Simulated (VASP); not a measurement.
Set up this calculation in VASP 6.6.1, as the native input.

| Property | Result |
| --- | --- |
| Task | single point |
| Functional | PBE |
| Potentials or basis | VASP PAW PBE potentials, release 64 (Sb) |
| Cutoff | 520 eV |
| k mesh | 4 × 4 × 4 |
| Occupations | gaussian, width 0.1 eV |
| Spin | no spin polarisation |
| Dipole correction | no |
| Further INCAR settings | ALGO = Normal; EDIFF = 1e-06; NBANDS = 14 |

The structure of Sb lies in POSCAR:

```
Sb
1.0
   -2.9715687574      2.9715687574      2.9715687574
    2.9715687574     -2.9715687574      2.9715687574
    2.9715687574      2.9715687574     -2.9715687574
Sb
3
Direct
    0.0000000000      0.5000000000      0.5000000000
    0.5000000000      0.0000000000      0.5000000000
    0.5000000000      0.5000000000      0.0000000000
```

One way to write it, as run:

INCAR

```
SYSTEM = Sb
  PREC = Accurate
  ENCUT = 520
  EDIFF = 1E-6
  ISMEAR = 0
  SIGMA = 0.1
  LREAL = .False.
  LASPH = .True.
  NELM = 100
  ALGO = Normal
  ISIF = 2
  LWAVE = .False.
  LCHARG = .False.
  GGA = PE
  NBANDS = 14
```

KPOINTS

```
Automatic mesh
0
Gamma
  4 4 4
  0 0 0
```

Potentials or basis: VASP PAW PBE potentials, release 64 (Sb).

Command:

```sh
$ cat potpaw_PBE.64/Sb/POTCAR > POTCAR
$ mpirun -np 1 vasp_std > vasp.out
```

It gave:

```
Pressure : 0.0 GPa
```

Caveat: the k points lie up to 0.37 Å⁻¹ apart.

Run time: 16 s on 1 thread of Intel Xeon 8259CL, on a shared host, peak memory 0.22 GiB.
